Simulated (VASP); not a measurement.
**Si: single point with LDA**

The system is Si.

```
CELL_PARAMETERS angstrom
-0.33773 5.12724 5.20246
4.64182 -0.38172 5.24645
4.51433 5.04373 -0.25422
ATOMIC_POSITIONS crystal
Si 0.05807 0.79131 0.92083
Si 0.11951 0.24984 0.12275
Si 0.08301 0.98740 0.46521
Si 0.04720 0.17704 0.71100
Si 0.84194 0.53764 0.11096
Si 0.84723 0.34996 0.45939
Si 0.66921 0.38459 0.04545
Si 0.15114 0.47668 0.66124
Si 0.52261 0.20395 0.89064
Si 0.87172 0.98308 0.20263
Si 0.55981 0.90861 0.50550
Si 0.51920 0.29593 0.44215
Si 0.21514 0.41320 0.30389
Si 0.46277 0.87145 0.20764
Si 0.41809 0.57462 0.61766
Si 0.40508 0.80164 0.88847
```

```json
{"Program": "VASP 6.6.1", "Task": "single point", "Functional": "LDA", "Potentials or basis": "VASP PAW LDA potentials, release 64 (Si)", "Cutoff": "520 eV", "k mesh": "2 × 2 × 2", "Occupations": "fermi-dirac, width 0.24 eV", "Spin": "no spin polarisation", "Dipole correction": "no", "Further INCAR settings": "LREAL = Auto; ALGO = Normal; EDIFF = 1e-06; NBANDS = 46"}
```

| Quantity | Value |
| --- | --- |
| Pressure | 3.7 GPa |
| Largest force | 4.500 eV/Å |
| Band gap on the k mesh | zero (bands 32 and 33 overlap by 0.65 eV) |

Forces in eV/Å, atoms in the order of the input:
```
Si  -0.836  0.128 -0.148
Si  -3.936  1.749  0.927
Si  -1.309  0.033 -1.448
Si   0.782  0.648 -0.058
Si   2.278 -3.380  1.907
Si   2.556  0.213 -1.116
Si  -1.267 -1.390 -0.945
Si   0.809 -0.866 -1.552
Si   0.598  0.201  0.026
Si   1.355  0.651  0.460
Si  -0.446 -0.764  0.542
Si  -1.341  0.606 -0.413
Si  -0.029 -0.305  0.539
Si  -0.372  0.446  0.339
Si   0.836  1.256  1.688
Si   0.323  0.773 -0.748
```

Stress tensor (GPa, compression positive):
```
 5.62 -0.53 -1.10
-0.53  2.25  0.58
-1.10  0.58  3.28
```

Levels at points of the mesh, in eV from the Fermi level:
```
           k point  band 28  band 29  band 30  band 31  band 32  band 33  band 34  band 35  band 36  band 37
(0.00, 0.00, 0.00)    -0.98    -0.66    -0.33    -0.10     0.04     0.13     0.56     0.70     0.99     1.29
(0.50, 0.00, 0.00)    -1.11    -0.99    -0.74    -0.23     0.14     0.33     0.63     1.03     1.13     1.54
(0.00, 0.50, 0.00)    -1.29    -0.89    -0.63    -0.15    -0.07     0.70     0.79     1.09     1.28     1.33
(0.50, 0.50, 0.00)    -1.05    -0.71    -0.52    -0.13     0.30     0.41     0.86     1.16     1.37     1.44
(0.00, 0.00, 0.50)    -1.37    -1.29    -0.61    -0.33    -0.25     0.27     0.64     0.91     1.41     1.59
(0.50, 0.00, 0.50)    -1.24    -0.91    -0.80    -0.41    -0.10     0.09     0.59     0.62     1.41     1.75
(0.00, 0.50, 0.50)    -1.61    -1.29    -1.17    -0.79    -0.48    -0.33    -0.03     0.50     0.55     1.04
(0.50, 0.50, 0.50)    -1.67    -1.53    -1.32    -0.93    -0.64    -0.35    -0.29    -0.09     0.64     0.94
```

It took 2.2 min on 1 thread of Intel(R) Xeon(R) Platinum 8488C (Sapphire Rapids), with other jobs on the host, peak memory 0.28 GiB.

Caveat: the k points lie up to 0.53 Å⁻¹ apart, too coarse for converged energies and pressures of a metal; the atoms stand as in a frame of molecular dynamics; semilocal functionals underestimate gaps, so a narrow gap can read as zero; forces of over 1 eV/Å act on the atoms, so gaps and moduli don't describe the material at rest.
